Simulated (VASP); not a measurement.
Set up this calculation in VASP 6.6.1, as the native input.

```yaml
Task: single point
Functional: PBEsol
Potentials_or_basis: VASP PAW PBE potentials, release 64 (Mg_sv, O)
Cutoff: 840 eV
k_mesh: 12 × 12 × 12
Occupations: gaussian, width 0.05 eV
Spin: no spin polarisation
Dipole_correction: no
Further_INCAR_settings: ALGO = Normal; EDIFF = 1e-06; NBANDS = 18
```

The structure of MgO2 lies in POSCAR:

```
MgO2
1.0
    1.7331418973      1.0006299410      3.6337380299
   -1.7331418973      1.0006299410      3.6337380299
    0.0000000000     -2.0012598819      3.6337380299
Mg O
1 2
Direct
    0.0000000000      0.0000000000      0.0000000000
    0.4287860000      0.4287860000      0.4287860000
    0.5712140000      0.5712140000      0.5712140000
```

This cell differs from its parent crystal: strain +0.080 along x and y, +0.040 along z.

These files were run (other wordings do the same):

INCAR

```
SYSTEM = MgO2
PREC = Accurate
ENCUT = 840
EDIFF = 1E-6
ISMEAR = 0
SIGMA = 0.05
LREAL = .FALSE.
LASPH = .TRUE.
NELM = 120
ALGO = Normal
ISIF = 2
LWAVE = .FALSE.
LCHARG = .FALSE.
GGA = PS
NBANDS = 18
GGA_COMPAT = .FALSE.
```

KPOINTS

```
regular mesh
0
G
  12 12 12
  0 0 0
```

Potentials or basis: VASP PAW PBE potentials, release 64 (Mg_sv, O).

Run with:

```bash
$ cat potpaw_PBE.64/Mg_sv/POTCAR potpaw_PBE.64/O/POTCAR > POTCAR
$ mpirun -np 1 vasp_std > vasp.out
```

It gave:

| Item | Value |
| --- | --- |
| Pressure | -18.7 GPa |
| Largest force | 0.431 eV/Å |
| Band gap on the k mesh | 1.63 eV |

Caveat: the cell differs from its parent crystal (strain +0.080 along x and y, +0.040 along z); the cell stands under tension; the PAW data sets were made with another functional, which shifts forces and pressure a little.

Wall time 110 s on 1 thread of Intel(R) Xeon(R) 6975P-C (Granite Rapids), with other jobs on the host, peak memory 0.4 GiB.
